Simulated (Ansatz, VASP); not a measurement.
Two plane-wave programs on CaO

File POSCAR:

```
CaO
1.0
   -0.1012932707      2.3921588474      2.3921588474
    2.3921588474     -0.1012932707      2.3921588474
    2.3921588474      2.3921588474     -0.1012932707
Ca O
1 1
Direct
    0.0000000000      0.0000000000      0.0000000000
    0.5000000000      0.5000000000      0.5000000000
```

The input INCAR.step1:

```
SYSTEM = CaO
PREC = Accurate
ENCUT = 520
ISMEAR = 0
SIGMA = 0.01
LREAL = .False.
LASPH = .True.
NELM = 60
NBANDS = 15
GGA = PE
ALGO = Normal
EDIFF = 1E-4
LWAVE = .True.
LCHARG = .False.
```

The input INCAR.step2:

```
SYSTEM = CaO
PREC = Accurate
ENCUT = 520
EDIFF = 1E-6
ISMEAR = 0
SIGMA = 0.01
LREAL = .False.
LASPH = .True.
NELM = 60
ALGO = Normal
ISIF = 2
LWAVE = .False.
LCHARG = .True.
METAGGA = R2SCAN
LMIXTAU = .True.
LELF = .True.
LVHAR = .True.
NBANDS = 15
ISTART = 1
```

The input KPOINTS:

```
Automatic mesh
0
Gamma
  10 10 10
  0 0 0
```

Input for Ansatz:

```yaml
crystal:
  lattice:
    - [-0.1012932707, 2.3921588474, 2.3921588474]
    - [2.3921588474, -0.1012932707, 2.3921588474]
    - [2.3921588474, 2.3921588474, -0.1012932707]
  atoms:
    - { symbol: Ca, position: [0.0, 0.0, 0.0] }
    - { symbol: O, position: [0.5, 0.5, 0.5] }
kpoints:
  mp_grid: { grid: [10, 10, 10] }
  band_path:
    path:
      - [0.0, 0.0, 0.0]
      - [0.5, 0.0, 0.5]
      - [0.625, 0.25, 0.625]
      - [0.375, 0.375, 0.75]
      - [0.5, 0.5, 0.5]
      - [0.5, 0.25, 0.75]
      - [0.0, 0.5, 0.5]
    npoints: 1
hamiltonian:
  xc: r2scan
scf:
  occupations: { method: fixed }
  n_extra_bands: 4
output:
  forces: true
  stress: true
  eigenvalues: true
  write_density: true
  write_potential: true
  elf: true
  volumetric_format: npy
```

Change from the starting cell: epitaxial_111 strain +4.0%.

Alike in both runs: task single point; functional r2SCAN; k mesh 10 × 10 × 10; no spin polarisation.

|  | VASP | Ansatz |
| --- | --- | --- |
| version | VASP 6.6.1 | Ansatz 0.2.0 |
| potentials or method | VASP PAW PBE potentials, release 64 (Ca_sv, O) | plane waves, PAW |
| plane-wave cutoff (eV) | 520 | 500 |
| occupations | gaussian, width 0.01 eV | fixed |
| valence electrons in the cell | 16 | 16 |

|  | VASP | Ansatz | Ansatz less VASP |
| --- | --- | --- | --- |
| gap on the k mesh at the Fermi level (eV) | 4.04 | 4.05 | +0.008 |
| pressure (GPa) | -5.0 | -5.8 | -0.85 |
| traceless stress, the component that is largest in VASP (GPa) | 2.88 | 2.92 | +0.032 |

VASP's potentials were made for PBE, not for r2SCAN.
